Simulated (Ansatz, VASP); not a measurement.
## Two plane-wave programs on Si

```
Si
1.0
     0.00000    2.71615    2.71615
     2.71615    0.00000    2.71615
     2.71615    2.71615    0.00000
Si
2
Direct
  0.50000 0.50000 0.50000
  0.75000 0.75000 0.75000
```

Alike in both runs: task single point; functional PBEsol; k mesh 14 × 14 × 14; occupations gaussian, width 0.05 eV; no spin polarisation.

|  | VASP | Ansatz |
| --- | --- | --- |
| version | VASP 6.6.1 | Ansatz 0.2.0 |
| potentials or method | VASP PAW PBE potentials, release 64 (Si), cutoff 520 eV | scalar-relativistic, plane waves, PAW |
| valence electrons in the cell | 8 | 8 |

|  | VASP | Ansatz | Ansatz less VASP |
| --- | --- | --- | --- |
| gap on the k mesh at the Fermi level (eV) | 0.46 | 0.46 | +0.005 |
| least direct gap on the mesh (eV) | 2.52 | 2.52 | +0.003 |
| pressure (GPa) | 0.2 | 0.1 | -0.11 |

VASP's potentials were made for PBE, not for PBEsol.
